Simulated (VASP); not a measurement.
Wanted: the native input for a VASP 6.6.1 run.

| Property | Result |
| --- | --- |
| Task | single point |
| Functional | PBEsol |
| Potentials or basis | VASP PAW PBE potentials, release 64 (Zr_sv, B) |
| Cutoff | 520 eV |
| k mesh | 15 × 15 × 12 |
| Occupations | gaussian, width 0.15 eV |
| Spin | no spin polarisation |
| Dipole correction | no |
| Further INCAR settings | ALGO = Normal; EDIFF = 1e-07; NBANDS = 16 |

The structure of ZrB2 lies in POSCAR:

```
ZrB2
1.0
    3.0917000000      0.0000000000      0.0000000000
   -1.5458500000      2.6774907409      0.0000000000
    0.0000000000      0.0000000000      3.6236000000
Zr B
1 2
Direct
    0.0000000000      0.0000000000      0.0000000000
    0.3333333333      0.6666666667      0.5000000000
    0.6666666667      0.3333333333      0.5000000000
```

These files were run (other wordings do the same):

INCAR

```
PREC     = Accurate       # precision mode
ENCUT    = 520            # plane-wave cutoff, eV
EDIFF    = 1E-7           # SCF threshold, eV
ISMEAR   = 0              # smearing method
SIGMA    = 0.15           # smearing width, eV
LREAL    = F              # projectors in reciprocal space
LASPH    = T              # aspherical terms in the spheres
NELM     = 100            # most SCF steps
ALGO     = Normal         # electronic algorithm
ISIF     = 2              # what is computed and relaxed
LWAVE    = F              # write WAVECAR
LCHARG   = T              # write CHGCAR
GGA      = PS             # functional
LELF     = T              # ELF
LVHAR    = T            
NBANDS   = 16             # bands
```

KPOINTS

```
regular mesh
0
Gamma
  15 15 12
```

Potentials or basis: VASP PAW PBE potentials, release 64 (Zr_sv, B).

Command:

```sh
$ cat potpaw_PBE.64/Zr_sv/POTCAR potpaw_PBE.64/B/POTCAR > POTCAR
$ mpirun -np 1 vasp_std > vasp.out
```

It gave:

| Item | Value |
| --- | --- |
| Pressure | 3.3 GPa |
| Band gap on the k mesh | zero (bands 9 and 10 overlap by 1.14 eV) |

Caveat: the cell stands under pressure; the PAW data sets were made with another functional, which shifts forces and pressure a little.

Wall time 43 s on 1 thread of AMD EPYC 9R45 96-Core Processor (Zen 5), with other jobs on the host, peak memory 0.18 GiB.
